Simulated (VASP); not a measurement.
The system is Hf3B2.

```
Hf B
1.0
     3.98621    0.00000    0.00000
    -1.99310    3.45216    0.00000
     0.00000    0.00000    4.83493
Hf B
3 2
Direct
  0.66667 0.33333 0.36004
  0.33333 0.66667 0.63996
  0.00000 0.00000 0.00000
  0.66667 0.33333 0.85756
  0.33333 0.66667 0.14244
```

| Property | Result |
| --- | --- |
| Program | VASP 6.6.1 |
| Task | relaxation of cell and atoms |
| Functional | PBE |
| Potentials or basis | VASP PAW PBE potentials, release 64 (Hf_pv, B) |
| Cutoff | 600 eV |
| k mesh | 6 × 6 × 4 |
| Occupations | gaussian, width 0.1 eV |
| Spin | no spin polarisation |

At the start: pressure 28.7 GPa; volume 13.31 Å³/atom.

Task: Where does the relaxation end?

Result: Over 16 steps the energy falls by 403.1 meV/atom and the volume is 15.69 Å³/atom (+17.9 %); space group P-3m1 (No. 164, to 0.05 Å).

The path:
```
step  energy change (eV)  largest force (eV/Å)  pressure (GPa)  volume (Å³)
   1              0.0000                2.3553           28.70        66.53
   2             -0.4972                1.4801          -19.11        92.23
   3             -1.2531                1.8347           -4.74        79.71
   4             -1.2543                1.8504           -3.89        79.21
   5             -1.6754                1.3031           -1.84        78.22
   6             -1.9149                0.2906            2.26        76.82
   7             -1.9531                0.2116           -2.27        79.40
   8             -1.9537                0.2167           -1.82        79.12
   9             -1.9916                0.2083           -0.10        78.42
  10             -1.9949                0.2785            0.62        78.15
  11             -2.0083                0.1665           -0.58        78.78
  12             -2.0102                0.1061           -1.25        79.14
  13             -2.0137                0.0345            0.85        78.01
  14             -2.0151                0.0529            0.13        78.40
  15             -2.0151                0.0541            0.10        78.41
  16             -2.0153                0.0183           -0.06        78.47
```

Final structure:
```
Hf B
1.0
     4.05951    0.00000    0.00000
    -2.02975    3.51564    0.00000
     0.00000    0.00000    5.49825
Hf B
3 2
Direct
  0.66667 0.33333 0.32954
  0.33333 0.66667 0.67046
  0.00000 0.00000 0.00000
  0.66667 0.33333 0.79088
  0.33333 0.66667 0.20912
```

Caveat: the volume moved by over 15 % at a fixed basis, so the end points are rough.
